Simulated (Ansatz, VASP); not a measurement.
**One calculation of Cs, two programs**

Contents of INCAR:

```
ALGO = Normal
EDIFF = 1E-6
ENCUT = 520
GGA = PS
ISIF = 2
ISMEAR = -1
LASPH = True
LCHARG = False
LREAL = False
LWAVE = False
NBANDS = 10
NELM = 100
PREC = Accurate
SIGMA = 0.08
```

KPOINTS

```
k-points
0
Gamma
  8 8 8
```

Contents of POSCAR:

```
Cs
1.0
    3.6269970383      0.0000000000      0.0000000000
    0.0000000000      3.6269970383      0.0000000000
    0.0000000000      0.0000000000      3.6269970383
Cs
1
Direct
    0.0000000000      0.0000000000      0.0000000000
```

Input for Ansatz:

```yaml
crystal:
  lattice:
    - [3.6269970383, 0.0, 0.0]
    - [0.0, 3.6269970383, 0.0]
    - [0.0, 0.0, 3.6269970383]
  atoms:
    - { symbol: Cs, position: [0.0, 0.0, 0.0] }
kpoints:
  mp_grid: { grid: [8, 8, 8] }
scf:
  occupations: { method: fermi_dirac, width: 0.08 }
hamiltonian:
  xc: pbesol
  pseudopotentials: { kind: all_electron, datasets: crystal }
output:
  forces: true
  stress: true
  eigenvalues: true
```

Change from the starting cell: volume scaled by 0.4, crystal datasets.

Alike in both runs: task single point; functional PBEsol; k mesh 8 × 8 × 8; occupations fermi-dirac, width 0.08 eV; no spin polarisation.

|  | VASP | Ansatz |
| --- | --- | --- |
| version | VASP 6.6.1 | Ansatz 0.2.0 |
| potentials or method | VASP PAW PBE potentials, release 64 (Cs_sv), cutoff 520 eV | all-electron PAW with datasets made for the crystal, scalar-relativistic |

```csv
,VASP,Ansatz,Ansatz less VASP
pressure (GPa),3.2,3.1,-0.10
```

VASP's potentials were made for PBE, not for PBEsol. Ansatz ran all-electron here, and VASP with PAW potentials.

Neither program's run includes spin-orbit coupling.
